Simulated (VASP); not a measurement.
# AlGa2P3 (I-4m2) in VASP: further runs

Runs on AlGa2P3. Level: PBE. Tasks: relaxation of cell and atoms, single point.

Program: VASP 6.6.1. These are calculated values, not measurements. Logs are shortened: lines on timing, memory, paths and dates and some standing lists are left out, and cuts for length are marked.

### 1 The cell of the first run

It takes space group I-4m2 (No. 119, tetragonal). The conventional cell has a = 3.761 Å, b = 3.761 Å, c = 15.955 Å, α = 90.00°, β = 90.00°, γ = 90.00°. Within 3.0 Å of Al (site symmetry -4m2) lie 4 P at 2.30 Å. Within 3.0 Å of Ga (site symmetry 2mm) lie 4 P at 2.30 Å. Within 3.0 Å of P (site symmetry -4m2) lie 4 Ga at 2.30 Å. P (site symmetry 2mm) has 2 Al at 2.30 Å and 2 Ga at 2.30 Å within 3.0 Å.

### 2 Relaxation of cell and atoms, PBE

File INCAR:

```
SYSTEM = AlGa2P3
ALGO = Normal
EDIFF = 1E-6
EDIFFG = -0.04
ENCUT = 600
GGA = PE
IBRION = 2
ISIF = 3
ISMEAR = 0
LASPH = .True.
LCHARG = .False.
LREAL = .False.
LWAVE = .False.
NELM = 60
NSW = 90
PREC = Accurate
SIGMA = 0.1
```

File KPOINTS:

```
k-points
0
Gamma
  6 6 6
  0 0 0
```

File POSCAR:

```
AlGa2P3
1.0
   -1.8803009400      1.8803009400      7.9774412900
    1.8803009400     -1.8803009400      7.9774412900
    1.8803009400      1.8803009400     -7.9774412900
Al Ga P
1 2 3
Direct
    0.0000000000      0.0000000000      0.0000000000
    0.6666666700      0.6666666700      0.0000000000
    0.3333333300      0.3333333300      0.0000000000
    0.2500000000      0.7500000000      0.5000000000
    0.9166666700      0.4166666700      0.5000000000
    0.5833333300      0.0833333300      0.5000000000
```

Potentials or basis: VASP PAW PBE potentials, release 64 (Al, Ga_d, P).

The run is started by

```bash
$ cat potpaw_PBE.64/Al/POTCAR potpaw_PBE.64/Ga_d/POTCAR potpaw_PBE.64/P/POTCAR > POTCAR
$ mpirun -np 1 vasp_std > vasp.out
```

OUTCAR:

```text
SYSTEM = AlGa2P3
   EDIFF = 1E-6
   EDIFFG = -0.04
   ENCUT = 600
   GGA = PE
   IBRION = 2
   ISIF = 3
   ISMEAR = 0
   LASPH = .True.
   LREAL = .False.
   NELM = 60
   NSW = 90
   PREC = Accurate

 ion  position               nearest neighbor table
   1  0.000  0.000  0.000-   5 2.30   6 2.30   6 2.30   5 2.30
   2  0.667  0.667  0.000-   4 2.30   4 2.30   6 2.30   6 2.30
   3  0.333  0.333  0.000-   4 2.30   4 2.30   5 2.30   5 2.30
   4  0.250  0.750  0.500-   2 2.30   3 2.30   3 2.30   2 2.30
   5  0.917  0.417  0.500-   1 2.30   1 2.30   3 2.30   3 2.30
   6  0.583  0.083  0.500-   1 2.30   1 2.30   2 2.30   2 2.30

  LATTYP: Found a body centered tetragonal cell.
 ALAT       =     3.7606018800
 C/A-ratio  =     4.2426406967

  Lattice vectors:

 A1 = (  -1.8803009400,   1.8803009400,   7.9774412900)
 A2 = (   1.8803009400,  -1.8803009400,   7.9774412900)
 A3 = (   1.8803009400,   1.8803009400,  -7.9774412900)

Analysis of symmetry for initial positions (statically):
=====================================================================
 Subroutine PRICEL returns:
 Original cell was already a primitive cell.

 Routine SETGRP: Setting up the symmetry group for a
 body centered tetragonal supercell.

 Subroutine GETGRP returns: Found  8 space group operations
 (whereof  8 operations were pure point group operations)
 out of a pool of 16 trial point group operations.

The static configuration has the point symmetry D_2d.

Analysis of symmetry for dynamics (positions and initial velocities):
=====================================================================
 Subroutine PRICEL returns:
 Original cell was already a primitive cell.

 Routine SETGRP: Setting up the symmetry group for a
 body centered tetragonal supercell.

 Subroutine GETGRP returns: Found  8 space group operations
 (whereof  8 operations were pure point group operations)
 out of a pool of 16 trial point group operations.

The dynamic configuration has the point symmetry D_2d.

 Subroutine INISYM returns: Found  8 space group operations
 (whereof  8 operations are pure point group operations),
 and found     1 'primitive' translations

----------------------------------------------------------------------------------------

                                     Primitive cell

  volume of cell :     112.8180

  direct lattice vectors                    reciprocal lattice vectors
[... 97 lines left out ...]
   EDIFFG = -.4E-01   stopping-criterion for IOM
   NSW    =     90    number of steps for IOM
   IBRION =      2    ionic relax: 0-MD 1-quasi-New 2-CG
   NFREE  =      1    steps in history (QN), initial steepest desc. (CG)
   ISIF   =      3    stress and relaxation
   ISYM   =      2    0-nonsym 1-usesym 2-fastsym
   POTIM  = 0.5000    time-step for ionic-motion
   TEBEG  =    0.0;   TEEND  =   0.0 temperature during run
   PSTRESS=    0.0 pullay stress
   NELECT =      44.0000    total number of electrons
   NUPDOWN=      -1.0000    fix difference up-down
   EMIN   =  10.00;   EMAX   =-10.00  energy-range for DOS
   EFERMI =   0.00;   METHOD = LEGACY
   ISMEAR =     0;   SIGMA  =   0.10  broadening in eV -4-tet -1-fermi 0-gaus
   EFERMI_NEDOS =   21; number of points for ismear=-14 and -15
   IALGO  =     38    algorithm
   IMIX   =      4    mixing-type and parameters
     AMIX     =   0.40;   BMIX     =  1.00
     AMIX_MAG =   1.60;   BMIX_MAG =  1.00
  volume/ion in A,a.u.               =      18.80       126.89
  Fermi-wavevector in a.u.,A,eV,Ry     =   1.196097  2.260295 19.465137  1.430647
  Thomas-Fermi vector in A             =   2.332046
   LORBIT       =      0    0 simple, 1 ext, 2 COOP (PROOUT), +10 PAW based schemes
   GGA     = PE    functional components
   LHFCALC =     F    Hartree Fock is set to
   AEXX    =    0.0000 exact exchange contribution
   IVDW    =     0    specifies the selected vdW correction
   LEPSILON=     F    determine dielectric tensor
   LRPA    =     F    only Hartree local field effects (RPA)
 conjugate gradient relaxation of ions
 non-spin polarized calculation
 Gauss-broadening in eV      SIGMA  =   0.10
  energy-cutoff  :      600.00
  volume of cell :      112.82
 maximum number of plane-waves:      3804
 NGX is ok and might be reduce to    70
   NGX = 33   NGY = 33   NGZ = 33

--------------------------------------- Ionic step        1  -------------------------------------------

 number of electron      43.9999999 magnetization

 Free energy of the ion-electron system (eV)
  ---------------------------------------------------
  ext. energy  EPLUGINS =         0.00000000
  ---------------------------------------------------
  free energy    TOTEN  =       -28.24362089 eV

  energy without entropy =      -28.24362089  energy(sigma->0) =      -28.24362089

------------------------ aborting loop because EDIFF is reached ----------------------------------------

  FORCE on cell =-STRESS in cart. coord.  units (eV):
  Direction    XX          YY          ZZ          XY          YZ          ZX
  --------------------------------------------------------------------------------------
  -------------------------------------------------------------------------------------
  Total        7.2785975      7.2785975      7.1304423      0.0000000      0.0000000      0.0000000
  in kB      103.3665334    103.3665334    101.2625169      0.0000000      0.0000000      0.0000000
  external PRESSURE =     102.6651946 kB  Pullay stress =       0.0000000 kB
[... 147 lines left out ...]
--------------------------------------- Ionic step        5  -------------------------------------------

 number of electron      44.0000000 magnetization

 Free energy of the ion-electron system (eV)
  ---------------------------------------------------
  ext. energy  EPLUGINS =         0.00000000
  ---------------------------------------------------
  free energy    TOTEN  =       -28.60633375 eV

  energy without entropy =      -28.60633375  energy(sigma->0) =      -28.60633375

 E-fermi :   4.8162     XC(G=0):  -9.5072

 val. band max:        4.3637116779   @ k =   0.0000   0.0000   0.0000
 cond. band min:       6.0354315625   @ k =   0.5000   0.5000  -0.0000
 fundamental gap:      1.6717198846
 Fermi energy:         4.8162179901

 k-point     1 :       0.0000    0.0000    0.0000
  band No.  band energies     occupation
      1     -10.0901      2.00000
      2     -10.0343      2.00000
      3      -9.9941      2.00000
      4      -9.9941      2.00000
      5      -9.9646      2.00000
      6      -9.9646      2.00000
[... 685 lines left out ...]
     25       7.4251      0.00000
     26       8.0338      0.00000

 [... further k-points ...]
[... 5 lines left out ...]
  --------------------------------------------------------------------------------------
  -------------------------------------------------------------------------------------
  Total        0.1339235      0.1339235      0.0691435      0.0000000      0.0000000      0.0000000
  in kB        1.7167194      1.7167194      0.8863260      0.0000000      0.0000000      0.0000000
  external PRESSURE =       1.4399216 kB  Pullay stress =       0.0000000 kB
[... 21 lines left out ...]
  FREE ENERGIE OF THE ION-ELECTRON SYSTEM (eV)
  ---------------------------------------------------
  free  energy   TOTEN  =       -28.6063337478 eV

  energy  without entropy=      -28.6063337478  energy(sigma->0) =      -28.60633375

 reached required accuracy - stopping structural energy minimisation
```

OSZICAR:

```text
N       E                     dE             d eps       ncg     rms          rms(c)
DAV:   1     0.337070826841E+03    0.33707E+03   -0.22183E+04  1562   0.244E+03
DAV:   2     0.171483484243E+02   -0.31992E+03   -0.31321E+03  1664   0.516E+02
DAV:   3    -0.271143105012E+02   -0.44263E+02   -0.42355E+02  1932   0.149E+02
DAV:   4    -0.291818060137E+02   -0.20675E+01   -0.20618E+01  1924   0.309E+01
[... 44 lines left out ...]
DAV:   1    -0.286063328063E+02   -0.24188E-03   -0.10536E-02  1584   0.580E-01    0.615E-02
DAV:   2    -0.286063563323E+02   -0.23526E-04   -0.78992E-04  2210   0.218E-01    0.331E-02
DAV:   3    -0.286063374648E+02    0.18868E-04   -0.50892E-05  2306   0.521E-02    0.182E-02
DAV:   4    -0.286063340192E+02    0.34456E-05   -0.14690E-05  1822   0.279E-02    0.627E-03
DAV:   5    -0.286063337478E+02    0.27139E-06   -0.24171E-06  1360   0.121E-02
   5 F= -.28606334E+02 E0= -.28606334E+02  d E =-.242728E-03
```

CONTCAR:

```text
AlGa2P3
   1.00000000000000
    -1.9464962680826061    1.9464962680826061    8.2470953523845125
     1.9464962680826061   -1.9464962680826061    8.2470953523845125
     1.9464962680826061    1.9464962680826061   -8.2470953523845125
  Al              Ga              P
     1     2     3
Direct
     0.0000000000000000    0.0000000000000000    1.0000000000000000
     0.6667734585944505    0.6667734585944505    0.0000000000000000
     0.3332265414055496    0.3332265414055496    1.0000000000000000
     0.2500000000000000    0.7500000000000000    0.5000000000000000
     0.9169146555952216    0.4169146555952217    0.5000000000000000
     0.5830853444047784    0.0830853444047784    0.5000000000000000

  0.00000000E+00  0.00000000E+00  0.00000000E+00
  0.00000000E+00  0.00000000E+00  0.00000000E+00
  0.00000000E+00  0.00000000E+00  0.00000000E+00
  0.00000000E+00  0.00000000E+00  0.00000000E+00
  0.00000000E+00  0.00000000E+00  0.00000000E+00
  0.00000000E+00  0.00000000E+00  0.00000000E+00
```

It took 12 min on 1 thread of Intel Xeon 6975P-C (Granite Rapids), shared host; peak memory 0.84 GiB.

Results:

| Item | Value |
| --- | --- |
| Free energy | -28.6063 eV |
| Relaxed volume | 20.83 Å³/atom |
| Relaxed cell | a = 8.694 Å, b = 8.694 Å, c = 8.694 Å, α = 154.13°, β = 154.13°, γ = 36.92° |
| Space group after relaxing (to 0.1 Å) | I-4m2 (No. 119) |
| Energy gained by relaxing | 60.5 meV/atom |
| Ionic steps | 5 |
| Pressure after relaxing | 0.1 GPa |
| Largest force after relaxing | 0.022 eV/Å |
| Band gap on the k mesh | 1.67 eV (least direct gap 1.79 eV) |

Forces on the atoms (eV/Å):
```
Al   0.000  0.000  0.000
Ga   0.000  0.000 -0.010
Ga   0.000  0.000  0.010
P    0.000  0.000  0.000
P    0.000  0.000  0.022
P    0.000  0.000 -0.022
```

Stress tensor (GPa, compression positive):
```
0.17 0.00 0.00
0.00 0.17 0.00
0.00 0.00 0.09
```

The path:
| step | energy change (eV) | largest force (eV/Å) | pressure (GPa) | volume (Å³) |
| --- | --- | --- | --- | --- |
| 1 | 0.0000 | 0.0511 | 10.27 | 112.82 |
| 2 | -0.2387 | 0.0703 | -4.41 | 133.66 |
| 3 | -0.3626 | 0.0579 | -0.03 | 125.24 |
| 4 | -0.3625 | 0.0577 | 0.18 | 124.98 |
| 5 | -0.3627 | 0.0221 | 0.14 | 124.99 |

Final structure:
```
CELL_PARAMETERS angstrom
-1.94650 1.94650 8.24710
1.94650 -1.94650 8.24710
1.94650 1.94650 -8.24710
ATOMIC_POSITIONS crystal
Al 0.00000 0.00000 0.00000
Ga 0.66677 0.66677 0.00000
Ga 0.33323 0.33323 0.00000
P 0.25000 0.75000 0.50000
P 0.91691 0.41691 0.50000
P 0.58309 0.08309 0.50000
```

[end of part 1 of 2]
